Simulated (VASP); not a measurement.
# Zr3PdSe4 (R-3m) in VASP: single point with PBE

Aim: the single point of Zr3PdSe4 with PBE.

Program: VASP 6.6.1. These are calculated values, not measurements. Logs are shortened: lines on timing, memory, paths and dates and some standing lists are left out, and cuts for length are marked.

### 1 The cell of the first run

Symmetry: R-3m, No. 166, trigonal system. The conventional cell has a = 4.737 Å, b = 4.737 Å, c = 23.165 Å, α = 90.00°, β = 90.00°, γ = 120.00°. Zr (site symmetry 3m) has 8 Se at 2.83 to 3.00 Å and 3 Pd at 3.28 Å and 3 Zr at 3.41 Å within 3.7 Å. Zr (site symmetry -3m) has 8 Se at 2.75 to 2.85 Å and 6 Zr at 3.41 Å within 3.6 Å. Pd (site symmetry -3m) has 8 Se at 2.95 to 3.06 Å and 6 Zr at 3.28 Å within 3.9 Å. Se (site symmetry 3m) has 5 Zr at 2.75 to 2.92 Å and 3 Pd at 2.95 Å and 6 Se at 3.36 to 3.52 Å within 3.6 Å. Within 3.8 Å of Se (site symmetry 3m) lie 7 Zr at 2.85 to 3.00 Å and 1 Pd at 3.06 Å and 6 Se at 3.17 to 3.36 Å.

The cell was generated, and may not be a known phase.

### 2 Single point, PBE

Contents of INCAR:

```
SYSTEM = Zr3PdSe4
  ALGO = Normal
  EDIFF = 1E-6
  ENCUT = 520
  GGA = PE
  ISIF = 2
  ISMEAR = 0
  KPAR = 4
  LASPH = .True.
  LCHARG = .True.
  LREAL = .False.
  LVHAR = .True.
  LWAVE = .False.
  NBANDS = 45
  NELM = 60
  PREC = Accurate
  SIGMA = 0.01
```

Contents of KPOINTS:

```
k-points
0
Gamma
  12 12 12
  0 0 0
```

Contents of POSCAR:

```
Zr3PdSe4
1.0
    2.3684024615      1.3673977987      7.7218055741
   -2.3684024615      1.3673977987      7.7218055741
    0.0000000000     -2.7347955974      7.7218055741
Zr Pd Se
3 1 4
Direct
    0.2548721246      0.2548721246      0.2548721246
    0.7451278754      0.7451278754      0.7451278754
    0.5000000000      0.5000000000      0.5000000000
    0.0000000000      0.0000000000      0.0000000000
    0.6189135429      0.6189135429      0.6189135429
    0.1319263586      0.1319263586      0.1319263586
    0.8680736414      0.8680736414      0.8680736414
    0.3810864571      0.3810864571      0.3810864571
```

Potentials or basis: VASP PAW PBE potentials, release 64 (Zr_sv, Pd, Se).

Run with:

```sh
$ cat potpaw_PBE.64/Zr_sv/POTCAR potpaw_PBE.64/Pd/POTCAR potpaw_PBE.64/Se/POTCAR > POTCAR
$ mpirun -np 4 vasp_std > vasp.out
```

OUTCAR:

```text
SYSTEM = Zr3PdSe4
   EDIFF = 1E-6
   ENCUT = 520
   GGA = PE
   ISIF = 2
   ISMEAR = 0
   LASPH = .True.
   LREAL = .False.
   NELM = 60
   PREC = Accurate

 ion  position               nearest neighbor table
   1  0.255  0.255  0.255-   5 2.83   5 2.83   5 2.83   6 2.85   8 2.92   7 3.00   7 3.00   7 3.00
                             4 3.28   4 3.28   4 3.28   3 3.41   3 3.41   3 3.41
   2  0.745  0.745  0.745-   8 2.83   8 2.83   8 2.83   7 2.85   5 2.92   6 3.00   6 3.00   6 3.00
                             4 3.28   4 3.28   4 3.28   3 3.41   3 3.41   3 3.41
   3  0.500  0.500  0.500-   5 2.75   8 2.75   6 2.85   6 2.85   7 2.85   7 2.85   6 2.85   7 2.85
                             2 3.41   1 3.41   2 3.41   1 3.41   2 3.41   1 3.41
   4  0.000  0.000  0.000-   5 2.95   5 2.95   8 2.95   8 2.95   5 2.95   8 2.95   7 3.06   6 3.06
                             1 3.28   2 3.28   1 3.28   2 3.28   1 3.28   2 3.28
   5  0.619  0.619  0.619-   3 2.75   1 2.83   1 2.83   1 2.83   2 2.92   4 2.95   4 2.95   4 2.95

   6  0.132  0.132  0.132-   1 2.85   3 2.85   3 2.85   3 2.85   2 3.00   2 3.00   2 3.00   4 3.06

   7  0.868  0.868  0.868-   2 2.85   3 2.85   3 2.85   3 2.85   1 3.00   1 3.00   1 3.00   4 3.06

   8  0.381  0.381  0.381-   3 2.75   2 2.83   2 2.83   2 2.83   1 2.92   4 2.95   4 2.95   4 2.95

  LATTYP: Found a trigonal (rhomboedric) cell.
 ALAT       =     8.1917878564
 COS(alpha) =     0.8328202738

  Lattice vectors:

 A1 = (   2.3684024615,   1.3673977987,   7.7218055741)
 A2 = (  -2.3684024615,   1.3673977987,   7.7218055741)
 A3 = (   0.0000000000,  -2.7347955974,   7.7218055741)

Analysis of symmetry for initial positions (statically):
=====================================================================
 Subroutine PRICEL returns:
 Original cell was already a primitive cell.

 Routine SETGRP: Setting up the symmetry group for a
 trigonal (rhombohedral) supercell.

 Subroutine GETGRP returns: Found 12 space group operations
 (whereof 12 operations were pure point group operations)
 out of a pool of 12 trial point group operations.

The static configuration has the point symmetry D_3d.

Analysis of symmetry for dynamics (positions and initial velocities):
=====================================================================
 Subroutine PRICEL returns:
 Original cell was already a primitive cell.

 Routine SETGRP: Setting up the symmetry group for a
 trigonal (rhombohedral) supercell.

 Subroutine GETGRP returns: Found 12 space group operations
 (whereof 12 operations were pure point group operations)
 out of a pool of 12 trial point group operations.

The dynamic configuration has the point symmetry D_3d.

 Subroutine INISYM returns: Found 12 space group operations
 (whereof 12 operations are pure point group operations),
 and found     1 'primitive' translations

----------------------------------------------------------------------------------------

                                     Primitive cell

  volume of cell :     150.0446

  direct lattice vectors                    reciprocal lattice vectors
     2.368402462  1.367397799  7.721805574     0.211112768  0.121886014  0.043167797
    -2.368402462  1.367397799  7.721805574    -0.211112768  0.121886014  0.043167797
     0.000000000 -2.734795597  7.721805574     0.000000000 -0.243772027  0.043167797

  length of vectors
     8.191787856  8.191787856  8.191787856     0.247564658  0.247564658  0.247564658

  position of ions in fractional coordinates (direct lattice)
     0.254872125  0.254872125  0.254872125
     0.745127875  0.745127875  0.745127875
     0.500000000  0.500000000  0.500000000
     0.000000000  0.000000000  0.000000000
     0.618913543  0.618913543  0.618913543
     0.131926359  0.131926359  0.131926359
     0.868073641  0.868073641  0.868073641
     0.381086457  0.381086457  0.381086457

  ion indices of the primitive-cell ions
   primitive index   ion index
                 1           1
                 2           2
                 3           3
                 4           4
                 5           5
                 6           6
                 7           7
                 8           8

----------------------------------------------------------------------------------------

 KPOINTS: k-points

Automatic generation of k-mesh.
 Grid dimensions read from file:
 generate k-points for:   12   12   12

 Generating k-lattice:

  Cartesian coordinates                     Fractional coordinates (reciprocal lattice)
     0.017592731  0.010157168  0.003597316     0.083333333  0.000000000 -0.000000000
    -0.017592731  0.010157168  0.003597316     0.000000000  0.083333333 -0.000000000
     0.000000000 -0.020314336  0.003597316    -0.000000000 -0.000000000  0.083333333

  Length of vectors
     0.020630388  0.020630388  0.020630388

  Shift w.r.t. Gamma in fractional coordinates (k-lattice)
     0.000000000  0.000000000  0.000000000

 Subroutine IBZKPT returns following result:
 ===========================================

 Found    189 irreducible k-points:

 Following reciprocal coordinates:
            Coordinates               Weight
  0.000000  0.000000  0.000000      1.000000
  0.083333 -0.000000  0.000000      6.000000
  0.166667 -0.000000  0.000000      6.000000
  0.250000 -0.000000  0.000000      6.000000
  0.333333 -0.000000  0.000000      6.000000
  0.416667  0.000000  0.000000      6.000000
[... 16 lines left out ...]
  0.500000  0.166667  0.000000     12.000000
 -0.416667  0.166667 -0.000000     12.000000
 [... further k-points ...]
   k-points           NKPTS =    189   k-points in BZ     NKDIM =    189   number of bands    NBANDS=     45
   number of dos      NEDOS =    301   number of ions     NIONS =      8
   total plane-waves  NPLWV = 262144
   dimension x,y,z NGX =    64 NGY =   64 NGZ =   64
   dimension x,y,z NGXF=   128 NGYF=  128 NGZF=  128
   ions per type =               3   1   4
   NGX,Y,Z   is equivalent  to a cutoff of  12.99, 12.99, 12.99 a.u.
   NGXF,Y,Z  is equivalent  to a cutoff of  25.98, 25.98, 25.98 a.u.
 SYSTEM =  Zr3PdSe4
   PREC   = accura    normal or accurate (medium, high low for compatibility)
   ISTART =      0    job   : 0-new  1-cont  2-samecut
   ICHARG =      2    charge: 1-file 2-atom 10-const
   ISPIN  =      1    spin polarized calculation?
   LNONCOLLINEAR =      F non collinear calculations
   LSORBIT =      F    spin-orbit coupling
   LASPH  =      T    aspherical Exc in radial PAW
   ENCUT  =  520.0 eV  38.22 Ry    6.18 a.u.  15.23 15.23 15.23*2*pi/ulx,y,z
   NELM   =     60;   NELMIN=  2; NELMDL= -5     # of ELM steps
   EDIFF  = 0.1E-05   stopping-criterion for ELM
   LREAL  =      F    real-space projection
   EDIFFG = 0.1E-04   stopping-criterion for IOM
   NSW    =      0    number of steps for IOM
   IBRION =     -1    ionic relax: 0-MD 1-quasi-New 2-CG
   NFREE  =      0    steps in history (QN), initial steepest desc. (CG)
   ISIF   =      2    stress and relaxation
   ISYM   =      2    0-nonsym 1-usesym 2-fastsym
   POTIM  = 0.5000    time-step for ionic-motion
   TEBEG  =    0.0;   TEEND  =   0.0 temperature during run
   PSTRESS=    0.0 pullay stress
   NELECT =      70.0000    total number of electrons
   NUPDOWN=      -1.0000    fix difference up-down
   EMIN   =  10.00;   EMAX   =-10.00  energy-range for DOS
   EFERMI =   0.00;   METHOD = LEGACY
   ISMEAR =     0;   SIGMA  =   0.01  broadening in eV -4-tet -1-fermi 0-gaus
   EFERMI_NEDOS =   21; number of points for ismear=-14 and -15
   IALGO  =     38    algorithm
   IMIX   =      4    mixing-type and parameters
     AMIX     =   0.40;   BMIX     =  1.00
     AMIX_MAG =   1.60;   BMIX_MAG =  1.00
  volume/ion in A,a.u.               =      18.76       126.57
  Fermi-wavevector in a.u.,A,eV,Ry     =   1.269699  2.399383 21.934426  1.612135
  Thomas-Fermi vector in A             =   2.402726
   LORBIT       =      0    0 simple, 1 ext, 2 COOP (PROOUT), +10 PAW based schemes
   GGA     = PE    functional components
   LHFCALC =     F    Hartree Fock is set to
   AEXX    =    0.0000 exact exchange contribution
   IVDW    =     0    specifies the selected vdW correction
   LEPSILON=     F    determine dielectric tensor
   LRPA    =     F    only Hartree local field effects (RPA)
 non-spin polarized calculation
 Gauss-broadening in eV      SIGMA  =   0.01
  energy-cutoff  :      520.00
  volume of cell :      150.04
 maximum number of plane-waves:      4074
 NGX is ok and might be reduce to    64
   NGX = 31   NGY = 31   NGZ = 31

 number of electron      69.9999999 magnetization

 Free energy of the ion-electron system (eV)
  ---------------------------------------------------
  ext. energy  EPLUGINS =         0.00000000
  ---------------------------------------------------
  free energy    TOTEN  =       -53.00384999 eV

  energy without entropy =      -53.00384999  energy(sigma->0) =      -53.00384999

 E-fermi :   9.0652     XC(G=0): -11.4603

 val. band max:        9.0206788589   @ k =  -0.1667   0.1667   0.0000
 cond. band min:       9.1067319366   @ k =   0.4167   0.1667   0.1667
 fundamental gap:      0.0860530777
 Fermi energy:         9.0652127452

 k-point     1 :       0.0000    0.0000    0.0000
  band No.  band energies     occupation
      1     -40.6333      2.00000
      2     -40.6313      2.00000
      3     -40.0015      2.00000
      4     -18.6955      2.00000
      5     -18.6732      2.00000
      6     -18.6677      2.00000
[... 37 lines left out ...]
     44      12.0679      0.00000
     45      12.3598      0.00000

 k-point     2 :       0.0833   -0.0000    0.0000
  band No.  band energies     occupation
      1     -40.6332      2.00000
      2     -40.6313      2.00000
      3     -40.0015      2.00000
      4     -18.6973      2.00000
      5     -18.6764      2.00000
      6     -18.6690      2.00000
[... 37 lines left out ...]
     44      11.9469      0.00000
     45      12.0637      0.00000

 k-point     3 :       0.1667   -0.0000    0.0000
  band No.  band energies     occupation
      1     -40.6328      2.00000
      2     -40.6313      2.00000
      3     -40.0015      2.00000
      4     -18.7014      2.00000
      5     -18.6844      2.00000
      6     -18.6721      2.00000
[... 37 lines left out ...]
     44      11.6861      0.00000
     45      12.1135      0.00000

 k-point     4 :       0.2500   -0.0000    0.0000
  band No.  band energies     occupation
      1     -40.6324      2.00000
      2     -40.6312      2.00000
      3     -40.0015      2.00000
      4     -18.7060      2.00000
      5     -18.6942      2.00000
      6     -18.6759      2.00000
[... 901 lines left out ...]
     44      12.0720      0.00000
     45      12.2341      0.00000

 k-point    23 :       0.5000    0.1667    0.0000
  band No.  band energies     occupation
      1     -40.6315      2.00000
      2     -40.6312      2.00000
      3     -40.0016      2.00000
      4     -18.7139      2.00000
      5     -18.7039      2.00000
      6     -18.6928      2.00000
[... 37 lines left out ...]
     44      12.2027      0.00000
     45      12.2540      0.00000

 k-point    24 :      -0.4167    0.1667   -0.0000
  band No.  band energies     occupation
      1     -40.6313      2.00000
      2     -40.6312      2.00000
      3     -40.0016      2.00000
      4     -18.7168      2.00000
      5     -18.7041      2.00000
      6     -18.6944      2.00000
[... 37 lines left out ...]
     44      11.9906      0.00000
     45      12.4371      0.00000

 [... further k-points ...]

------------------------ aborting loop because EDIFF is reached ----------------------------------------

  FORCE on cell =-STRESS in cart. coord.  units (eV):
  Direction    XX          YY          ZZ          XY          YZ          ZX
  --------------------------------------------------------------------------------------
  -------------------------------------------------------------------------------------
  Total        0.1187699      0.1187699      0.1046553      0.0000000      0.0000000      0.0000000
  in kB        1.2682257      1.2682257      1.1175093      0.0000000      0.0000000      0.0000000
  external PRESSURE =       1.2179869 kB  Pullay stress =       0.0000000 kB

 VOLUME and BASIS-vectors are now :
 -----------------------------------------------------------------------------
  energy-cutoff  :      520.00
  volume of cell :      150.04
      direct lattice vectors                 reciprocal lattice vectors
     2.368402462  1.367397799  7.721805574     0.211112768  0.121886014  0.043167797
    -2.368402462  1.367397799  7.721805574    -0.211112768  0.121886014  0.043167797
     0.000000000 -2.734795597  7.721805574     0.000000000 -0.243772027  0.043167797

 POSITION                                       TOTAL-FORCE (eV/Angst)
 -----------------------------------------------------------------------------------
      0.00000      0.00000      5.90422         0.000000     -0.000000      0.006047
      0.00000      0.00000     17.26120         0.000000      0.000000     -0.006047
      0.00000      0.00000     11.58271        -0.000000     -0.000000      0.000000
      0.00000      0.00000      0.00000         0.000000     -0.000000      0.000000
      0.00000      0.00000     14.33739         0.000000     -0.000000      0.005789
      0.00000      0.00000      3.05613         0.000000     -0.000000     -0.005731
      0.00000      0.00000     20.10929         0.000000      0.000000      0.005731
      0.00000      0.00000      8.82803         0.000000     -0.000000     -0.005789
 -----------------------------------------------------------------------------------
    total drift:                                0.000000      0.000000     -0.000000

  FREE ENERGIE OF THE ION-ELECTRON SYSTEM (eV)
  ---------------------------------------------------
  free  energy   TOTEN  =       -53.0038499873 eV

  energy  without entropy=      -53.0038499873  energy(sigma->0) =      -53.00384999
```

Run time: 23 min. Hardware: 4 MPI ranks of Intel Xeon Platinum 8375C at 2.90GHz (Ice Lake), shared host; peak memory 1.4 GiB.

Results:

| Property | Result |
| --- | --- |
| Free energy | -53.0038 eV |
| Pressure | 0.1 GPa |
| Largest force | 0.006 eV/Å |
| Band gap on the k mesh | 0.09 eV (least direct gap 0.32 eV) |

Forces on the atoms (eV/Å):
```
Zr   0.000  0.000  0.006
Zr   0.000  0.000 -0.006
Zr   0.000  0.000  0.000
Pd   0.000  0.000  0.000
Se   0.000  0.000  0.006
Se   0.000  0.000 -0.006
Se   0.000  0.000  0.006
Se   0.000  0.000 -0.006
```

Caveat: semilocal functionals underestimate gaps, and a narrow one can read as zero.
